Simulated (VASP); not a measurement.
# SiSn2 (P-3m1) in VASP: further runs

The runs below take SiSn2 through single point, with PBE.

Everything below comes from runs of VASP 6.6.1. Logs are shortened: lines on timing, memory, paths and dates and some standing lists are left out, and cuts for length are marked.

## (1) The cell of the first run

The structure is trigonal, space group P-3m1 (No. 164). Conventional cell: a = 4.425 Å, b = 4.425 Å, c = 10.872 Å, α = 90.00°, β = 90.00°, γ = 120.00°. Si (site symmetry 3m) has 1 Si at 2.37 Å and 3 Sn at 2.69 Å within 3.1 Å. Within 3.7 Å of Sn (site symmetry 3m) lie 4 Sn at 2.79 to 2.87 Å. Within 3.5 Å of Sn (site symmetry 3m) lie 3 Si at 2.69 Å and 1 Sn at 2.87 Å.

## (2) Single point, PBE

The input, INCAR:

```
ALGO = Normal
EDIFF = 1E-7
ENCUT = 520
GGA = PE
ISIF = 2
ISMEAR = 0
LASPH = True
LCHARG = True
LELF = True
LREAL = False
LVHAR = True
LWAVE = False
NBANDS = 41
NELM = 100
PREC = Accurate
SIGMA = 0.1
```

The input, KPOINTS:

```
k-points
0
Gamma
  12 12 4
```

The input, POSCAR:

```
SiSn2
1.0
    4.4248862047      0.0000000000      0.0000000000
   -2.2124431023      3.8320638621      0.0000000000
    0.0000000000      0.0000000000     10.8719906873
Si Sn
2 4
Direct
    0.0000000000      0.0000000000      0.3912087659
    0.0000000000      0.0000000000      0.6087912341
    0.3333333333      0.6666666667      0.0513819716
    0.6666666667      0.3333333333      0.6849687737
    0.3333333333      0.6666666667      0.3150312263
    0.6666666667      0.3333333333      0.9486180284
```

Potentials or basis: VASP PAW PBE potentials, release 64 (Si, Sn_d).

Command:

```sh
$ cat potpaw_PBE.64/Si/POTCAR potpaw_PBE.64/Sn_d/POTCAR > POTCAR
$ mpirun -np 1 vasp_std > vasp.out
```

OUTCAR:

```text
EDIFF = 1E-7
   ENCUT = 520
   GGA = PE
   ISIF = 2
   ISMEAR = 0
   LASPH = True
   LREAL = False
   NELM = 100
   PREC = Accurate

 ion  position               nearest neighbor table
   1  0.000  0.000  0.391-   2 2.37   5 2.69   5 2.69   5 2.69
   2  0.000  0.000  0.609-   1 2.37   4 2.69   4 2.69   4 2.69
   3  0.333  0.667  0.051-   6 2.79   6 2.79   6 2.79   5 2.87
   4  0.667  0.333  0.685-   2 2.69   2 2.69   2 2.69   6 2.87
   5  0.333  0.667  0.315-   1 2.69   1 2.69   1 2.69   3 2.87
   6  0.667  0.333  0.949-   3 2.79   3 2.79   3 2.79   4 2.87

  LATTYP: Found a hexagonal cell.
 ALAT       =     4.4248862047
 C/A-ratio  =     2.4570102336

  Lattice vectors:

 A1 = (   4.4248862047,   0.0000000000,   0.0000000000)
 A2 = (  -2.2124431023,   3.8320638621,   0.0000000000)
 A3 = (   0.0000000000,   0.0000000000,  10.8719906873)

Analysis of symmetry for initial positions (statically):
=====================================================================
 Subroutine PRICEL returns:
 Original cell was already a primitive cell.

 Routine SETGRP: Setting up the symmetry group for a
 hexagonal supercell.

 Subroutine GETGRP returns: Found 12 space group operations
 (whereof 12 operations were pure point group operations)
 out of a pool of 24 trial point group operations.

The static configuration has the point symmetry D_3d.

Analysis of symmetry for dynamics (positions and initial velocities):
=====================================================================
 Subroutine PRICEL returns:
 Original cell was already a primitive cell.

 Routine SETGRP: Setting up the symmetry group for a
 hexagonal supercell.

 Subroutine GETGRP returns: Found 12 space group operations
 (whereof 12 operations were pure point group operations)
 out of a pool of 24 trial point group operations.

The dynamic configuration has the point symmetry D_3d.

 Subroutine INISYM returns: Found 12 space group operations
 (whereof 12 operations are pure point group operations),
 and found     1 'primitive' translations

[... 96 lines left out ...]
   ISPIN  =      1    spin polarized calculation?
   LNONCOLLINEAR =      F non collinear calculations
   LSORBIT =      F    spin-orbit coupling
   LASPH  =      T    aspherical Exc in radial PAW
   ENCUT  =  520.0 eV  38.22 Ry    6.18 a.u.   8.23  8.23 20.21*2*pi/ulx,y,z
   NELM   =    100;   NELMIN=  2; NELMDL= -5     # of ELM steps
   EDIFF  = 0.1E-06   stopping-criterion for ELM
   LREAL  =      F    real-space projection
   EDIFFG = 0.1E-05   stopping-criterion for IOM
   NSW    =      0    number of steps for IOM
   IBRION =     -1    ionic relax: 0-MD 1-quasi-New 2-CG
   NFREE  =      0    steps in history (QN), initial steepest desc. (CG)
   ISIF   =      2    stress and relaxation
   ISYM   =      2    0-nonsym 1-usesym 2-fastsym
   POTIM  = 0.5000    time-step for ionic-motion
   TEBEG  =    0.0;   TEEND  =   0.0 temperature during run
   PSTRESS=    0.0 pullay stress
   NELECT =      64.0000    total number of electrons
   NUPDOWN=      -1.0000    fix difference up-down
   EMIN   =  10.00;   EMAX   =-10.00  energy-range for DOS
   EFERMI =   0.00;   METHOD = LEGACY
   ISMEAR =     0;   SIGMA  =   0.10  broadening in eV -4-tet -1-fermi 0-gaus
   EFERMI_NEDOS =   21; number of points for ismear=-14 and -15
   IALGO  =     38    algorithm
   IMIX   =      4    mixing-type and parameters
     AMIX     =   0.40;   BMIX     =  1.00
     AMIX_MAG =   1.60;   BMIX_MAG =  1.00
  volume/ion in A,a.u.               =      30.73       207.34
  Fermi-wavevector in a.u.,A,eV,Ry     =   1.150589  2.174298 18.012139  1.323855
  Thomas-Fermi vector in A             =   2.287252
   LORBIT       =      0    0 simple, 1 ext, 2 COOP (PROOUT), +10 PAW based schemes
   GGA     = PE    functional components
   LHFCALC =     F    Hartree Fock is set to
   AEXX    =    0.0000 exact exchange contribution
   IVDW    =     0    specifies the selected vdW correction
   LEPSILON=     F    determine dielectric tensor
   LRPA    =     F    only Hartree local field effects (RPA)
 non-spin polarized calculation
 Gauss-broadening in eV      SIGMA  =   0.10
  energy-cutoff  :      520.00
  volume of cell :      184.35
 maximum number of plane-waves:      5008
 NGX is ok and might be reduce to    36
   NGX = 17   NGY = 17   NGZ = 41

 number of electron      64.0000004 magnetization

 Free energy of the ion-electron system (eV)
  ---------------------------------------------------
  ext. energy  EPLUGINS =         0.00000000
  ---------------------------------------------------
  free energy    TOTEN  =       -25.54868588 eV

  energy without entropy =      -25.54655773  energy(sigma->0) =      -25.54762180

 E-fermi :   5.4717     XC(G=0):  -8.8516

 val. band max:        5.4608372283   @ k =   0.0833   0.0000   0.2500
 cond. band min:       5.4892945717   @ k =   0.0000   0.0000   0.2500
 fundamental gap:      0.0284573434
 Fermi energy:         5.4716659439

 k-point     1 :       0.0000    0.0000    0.0000
  band No.  band energies     occupation
      1     -16.2732      2.00000
      2     -16.2652      2.00000
      3     -16.2101      2.00000
      4     -16.2101      2.00000
      5     -16.1997      2.00000
      6     -16.1997      2.00000
[... 1045 lines left out ...]
     40       8.8854      0.00000
     41       9.0832      0.00000

 [... further k-points ...]

------------------------ aborting loop because EDIFF is reached ----------------------------------------

  FORCE on cell =-STRESS in cart. coord.  units (eV):
  Direction    XX          YY          ZZ          XY          YZ          ZX
  --------------------------------------------------------------------------------------
  -------------------------------------------------------------------------------------
  Total       -0.0832980     -0.0832980     -0.0154998     -0.0000000      0.0000000      0.0000000
  in kB       -0.7239380     -0.7239380     -0.1347080     -0.0000000      0.0000000      0.0000000
  external PRESSURE =      -0.5275280 kB  Pullay stress =       0.0000000 kB

 VOLUME and BASIS-vectors are now :
 -----------------------------------------------------------------------------
  energy-cutoff  :      520.00
  volume of cell :      184.35
      direct lattice vectors                 reciprocal lattice vectors
     4.424886205  0.000000000  0.000000000     0.225994512  0.130477993  0.000000000
    -2.212443102  3.832063862  0.000000000     0.000000000  0.260955985  0.000000000
     0.000000000  0.000000000 10.871990687     0.000000000  0.000000000  0.091979475

 POSITION                                       TOTAL-FORCE (eV/Angst)
 -----------------------------------------------------------------------------------
      0.00000      0.00000      4.25322        -0.000000     -0.000000      0.007246
      0.00000      0.00000      6.61877         0.000000     -0.000000     -0.007246
     -0.00000      2.55471      0.55862         0.000000     -0.000000     -0.010640
      2.21244      1.27735      7.44697         0.000000      0.000000      0.004665
     -0.00000      2.55471      3.42502        -0.000000     -0.000000     -0.004665
      2.21244      1.27735     10.31337         0.000000      0.000000      0.010640
 -----------------------------------------------------------------------------------
    total drift:                               -0.000000      0.000000      0.000000

  FREE ENERGIE OF THE ION-ELECTRON SYSTEM (eV)
  ---------------------------------------------------
  free  energy   TOTEN  =       -25.5486858803 eV

  energy  without entropy=      -25.5465577278  energy(sigma->0) =      -25.54762180
```

Run time: 5.5 min. Hardware: 1 thread of Intel Xeon Platinum 8488C (Sapphire Rapids), shared host; peak memory 0.57 GiB.

Results:

| Property | Result |
| --- | --- |
| Free energy | -25.5487 eV |
| Pressure | -0.1 GPa |
| Largest force | 0.011 eV/Å |
| Band gap on the k mesh | zero (band 32 reaches 5.49 eV, above the bottom of band 33 at 5.38 eV) |

Forces on the atoms (eV/Å):
```
Si   0.000  0.000  0.007
Si   0.000  0.000 -0.007
Sn   0.000  0.000 -0.011
Sn   0.000  0.000  0.005
Sn   0.000  0.000 -0.005
Sn   0.000  0.000  0.011
```

Caveat: spin-orbit coupling is left out, which moves the levels of the heavy elements.

## (3) Single point, PBE

This run uses another cell than the first one, of 23.78 Å³/atom, 0.774 times its volume.

The input, INCAR:

```
  PREC = Accurate
  ENCUT = 520
  EDIFF = 1E-6
  ISMEAR = 0
  SIGMA = 0.1
  LREAL = F
  LASPH = T
  NELM = 100
  ALGO = Normal
  ISIF = 2
  LWAVE = F
  LCHARG = F
  GGA = PE
  NBANDS = 41
```

The input, KPOINTS:

```
Automatic mesh
0
Gamma
  6 6 2
```

The input, POSCAR:

```
SiSn2
1.0
    4.0667785000      0.0000000000      0.0000000000
   -2.0333892500      3.5219334900      0.0000000000
    0.0000000000      0.0000000000      9.9615322100
Si Sn
2 4
Direct
    0.0000000000      0.0000000000      0.3750000000
    0.0000000000      0.0000000000      0.6250000000
    0.3333333300      0.6666666700      0.0416666700
    0.6666666700      0.3333333300      0.7083333300
    0.3333333300      0.6666666700      0.2916666700
    0.6666666700      0.3333333300      0.9583333300
```

Potentials or basis: VASP PAW PBE potentials, release 64 (Si, Sn_d).

Command:

```sh
$ cat potpaw_PBE.64/Si/POTCAR potpaw_PBE.64/Sn_d/POTCAR > POTCAR
$ mpirun -np 1 vasp_std > vasp.out
```

Wall time 62 s (1 thread of Intel Xeon Platinum 8488C (Sapphire Rapids), shared host); peak memory 0.27 GiB.

It converged, with:

| Item | Value |
| --- | --- |
| Free energy | -22.2682 eV |
| Pressure | 24.2 GPa |
| Largest force | 2.745 eV/Å |
| Band gap on the k mesh | 0.39 eV, indirect (least direct gap 0.74 eV) |

Forces in eV/Å, atoms in the order of the input:
```
Si   0.000  0.000  1.938
Si   0.000  0.000 -1.938
Sn   0.000  0.000  0.056
Sn   0.000  0.000 -2.745
Sn   0.000  0.000  2.745
Sn   0.000  0.000 -0.056
```

Stress tensor (GPa, compression positive):
```
23.69  0.00  0.00
 0.00 23.69  0.00
 0.00  0.00 25.28
```

Levels at points of the mesh, in eV from the valence-band top:
```
           k point  band 29  band 30  band 31  band 32  band 33  band 34  band 35  band 36
(0.00, 0.00, 0.00)    -1.32     0.00     0.00     0.00     0.74     1.24     1.89     2.06
(0.50, 0.00, 0.00)    -3.28    -3.25    -2.26    -2.21     0.39     0.39     1.59     1.62
(0.00, 0.00, 0.50)    -0.75    -0.75    -0.50    -0.50     0.71     1.48     1.72     2.71
(0.50, 0.00, 0.50)    -3.24    -3.00    -1.61    -1.58     0.64     0.78     0.82     2.19
```

Caveat: spin-orbit coupling is left out, which moves the levels of the heavy elements; forces of over 1 eV/Å act on the atoms, so gaps and moduli don't describe the material at rest. A k mesh can miss the band edges.
